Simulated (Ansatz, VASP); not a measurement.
# Re in VASP and in Ansatz

```
CELL_PARAMETERS angstrom
0.00000 2.02605 1.82790
2.02605 0.00000 1.82790
2.02605 2.02605 0.00000
ATOMIC_POSITIONS crystal
Re 0.00000 0.00000 0.00000
```

Alike in both runs: task single point; functional PBE; k mesh 10 × 10 × 10; occupations gaussian, width 0.15 eV; no spin polarisation.

|  | VASP | Ansatz |
| --- | --- | --- |
| version | VASP 6.6.1 | Ansatz 0.2.0 |
| potentials or method | VASP PAW PBE potentials, release 64 (Re), cutoff 520 eV | scalar-relativistic, plane waves, PAW |
| valence electrons in the cell | 7 | 15 |

```csv
,VASP,Ansatz,Ansatz less VASP
gap on the k mesh at the Fermi level (eV),none,none,-
pressure (GPa),0.1,0.7,+0.54
"traceless stress, the component that is largest in VASP (GPa)",14.17,14.22,+0.053
```

A gap of «none» marks a metal or a gap that the smearing closes. The functional is the same, so the differences come from potentials, cutoffs and numerics. VASP's potentials hold 7 valence electrons a cell and Ansatz's 15, so a difference there can come from the potentials and not from the codes.

Spin-orbit coupling is off throughout.
